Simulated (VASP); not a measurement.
Set up this calculation in VASP 6.6.1, as the native input.

| Item | Value |
| --- | --- |
| Task | single point |
| Functional | PBE-based screened hybrid with 20 % exact exchange |
| Potentials or basis | VASP PAW PBE potentials, release 64 (B, As) |
| Cutoff | 520 eV |
| k mesh | 5 × 5 × 5 |
| Occupations | fermi-dirac, width 0.05 eV |
| Spin | no spin polarisation |
| Dipole correction | no |
| Grid for exact exchange (PRECFOCK) | Normal |
| Share of exact exchange | 0.2 |
| Further INCAR settings | ALGO = Normal; EDIFF = 1e-06; NBANDS = 11 |
| Screening parameter | 0.2 1/Å |

BAs:

```
B As
1.0
     2.95701    0.00000    0.00000
     0.00000    2.95701    0.00000
     0.00000    0.00000    2.95701
B As
1 1
Direct
  0.50000 0.50000 0.50000
  0.00000 0.00000 0.00000
```

One way to write it, as run:

POSCAR

```
BAs
1.0
    2.9570103300      0.0000000000      0.0000000000
    0.0000000000      2.9570103300      0.0000000000
    0.0000000000      0.0000000000      2.9570103300
B As
1 1
Direct
    0.5000000000      0.5000000000      0.5000000000
    0.0000000000      0.0000000000      0.0000000000
```

INCAR.step1

```
SYSTEM = BAs
ALGO = Normal
EDIFF = 1E-5
ENCUT = 520
GGA = PE
ISIF = 2
ISMEAR = -1
LASPH = .TRUE.
LCHARG = .FALSE.
LREAL = .FALSE.
LWAVE = .TRUE.
NBANDS = 11
NELM = 60
PREC = Accurate
SIGMA = 0.05
```

INCAR.step2

```
SYSTEM = BAs
AEXX = 0.2
ALGO = Normal
EDIFF = 1E-6
ENCUT = 520
GGA = PE
HFSCREEN = 0.2
ISIF = 2
ISMEAR = -1
ISTART = 1
LASPH = .TRUE.
LCHARG = .FALSE.
LHFCALC = .TRUE.
LREAL = .FALSE.
LWAVE = .FALSE.
NBANDS = 11
NELM = 60
PREC = Accurate
PRECFOCK = Normal
SIGMA = 0.05
```

KPOINTS

```
k-points
0
G
  5 5 5
  0 0 0
```

Potentials or basis: VASP PAW PBE potentials, release 64 (B, As).

Launch:

```console
$ cat potpaw_PBE.64/B/POTCAR potpaw_PBE.64/As/POTCAR > POTCAR
$ cp INCAR.step1 INCAR
$ mpirun -np 1 vasp_std > vasp.out
$ cp INCAR.step2 INCAR
$ mpirun -np 1 vasp_std > vasp.out
```

It gave:

```
Pressure               : -8.3 GPa
Band gap on the k mesh : zero (bands 4 and 5 overlap by 4.00 eV)
```

Caveat: the k points lie up to 0.42 Å⁻¹ apart, too coarse for converged energies and pressures of a metal; the PAW data sets were made with another functional, which shifts forces and pressure a little.

Wall time 6.3 min on 1 thread of Intel Xeon 8259CL, on a shared host, peak memory 0.22 GiB.
